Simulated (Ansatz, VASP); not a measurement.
**In in VASP and in Ansatz**

File INCAR:

```
SYSTEM = In
PREC = Accurate
ENCUT = 520
EDIFF = 1E-6
ISMEAR = 0
SIGMA = 0.1
LREAL = .False.
LASPH = .True.
NELM = 60
ALGO = Normal
ISIF = 2
LWAVE = .False.
LCHARG = .False.
GGA = PE
NBANDS = 48
```

File KPOINTS:

```
Automatic mesh
0
Gamma
  2 2 6
  0 0 0
```

Contents of POSCAR:

```
In
1.0
    7.7244395200      0.0000000000      0.0000000000
    0.0000000000      7.7244395200      0.0000000000
    0.0000000000      0.0000000000      2.8324322000
In
6
Direct
    0.1767953900      0.3232046100      0.0000000000
    0.3232046100      0.8232046100      0.0000000000
    0.8232046100      0.6767953900      0.0000000000
    0.6767953900      0.1767953900      0.0000000000
    0.0000000000      0.0000000000      0.0000000000
    0.5000000000      0.5000000000      0.0000000000
```

Input for Ansatz:

```yaml
crystal:
  lattice:
    - [7.72443952, 0.0, 0.0]
    - [0.0, 7.72443952, 0.0]
    - [0.0, 0.0, 2.8324322]
  atoms:
    - { symbol: In, position: [0.17679539, 0.32320461, 0.0] }
    - { symbol: In, position: [0.32320461, 0.82320461, 0.0] }
    - { symbol: In, position: [0.82320461, 0.67679539, 0.0] }
    - { symbol: In, position: [0.67679539, 0.17679539, 0.0] }
    - { symbol: In, position: [0.0, 0.0, 0.0] }
    - { symbol: In, position: [0.5, 0.5, 0.0] }
basis:
  ecutwfc: 420
kpoints:
  mp_grid: { grid: [2, 2, 6] }
hamiltonian:
  xc: pbe
scf:
  occupations: { method: gaussian, width: 0.1 }
  lower_state_search: "off"
output:
  forces: true
  stress: true
  eigenvalues: true
```

Alike in both runs: task single point; functional PBE; k mesh 2 × 2 × 6; occupations gaussian, width 0.1 eV; no spin polarisation.

```csv
,VASP,Ansatz
version,VASP 6.6.1,Ansatz 0.2.0
potentials or method,"VASP PAW PBE potentials, release 64 (In_d), cutoff 520 eV","scalar-relativistic, plane waves, PAW"
valence electrons in the cell,78,78
```

```csv
,VASP,Ansatz,Ansatz less VASP
gap on the k mesh at the Fermi level (eV),none,none,-
pressure (GPa),7.2,7.3,+0.04
"traceless stress, the component that is largest in VASP (GPa)",1.98,1.99,+0.007
rms of the force components (eV/Å),0.346,0.346,0.0000
```

Atom by atom the forces differ by 0.000 eV/Å (rms over components). A gap of «none» marks a metal or a gap that the smearing closes. The functional is the same, so the differences come from potentials, cutoffs and numerics.

The k mesh is coarse, so the values compare programs but aren't converged.
